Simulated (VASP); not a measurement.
A run of VASP 6.6.1 is set up as follows.

Contents of INCAR:

```
SYSTEM = BaO
PREC     = Accurate       ! precision mode
ENCUT    = 600            ! plane-wave cutoff, eV
EDIFF    = 1E-6           ! SCF threshold, eV
ISMEAR   = 0              ! smearing method
SIGMA    = 0.1            ! smearing width, eV
LREAL    = .FALSE.        ! projectors in reciprocal space
LASPH    = .TRUE.         ! aspherical terms in the spheres
NELM     = 120            ! most SCF steps
ALGO     = Normal         ! electronic algorithm
ISIF     = 2              ! what is computed and relaxed
LWAVE    = .FALSE.        ! write WAVECAR
LCHARG   = .FALSE.        ! write CHGCAR
GGA      = PE             ! functional
NBANDS   = 15             ! bands
GGA_COMPAT= .FALSE.
```

File KPOINTS:

```
regular mesh
0
G
  6 6 6
  0 0 0
```

Contents of POSCAR:

```
BaO
1.0
    0.0000000000      2.7903920000      2.7903920000
    2.7903920000      0.0000000000      2.7903920000
    2.7903920000      2.7903920000      0.0000000000
Ba O
1 1
Direct
    0.0000000000      0.0000000000      0.0000000000
    0.5000000000      0.5000000000      0.5000000000
```

Potentials or basis: VASP PAW PBE potentials, release 64 (Ba_sv, O).

Launch:

```console
$ cat potpaw_PBE.64/Ba_sv/POTCAR potpaw_PBE.64/O/POTCAR > POTCAR
$ mpirun -np 1 vasp_std > vasp.out
```

(1) Predict the band gap on the k mesh.

(2) Estimate the pressure.

Results:

(1) 2.05 eV, direct.

(2) 1.2 GPa.

Caveat: spin-orbit coupling is left out, which moves the levels of the heavy elements.
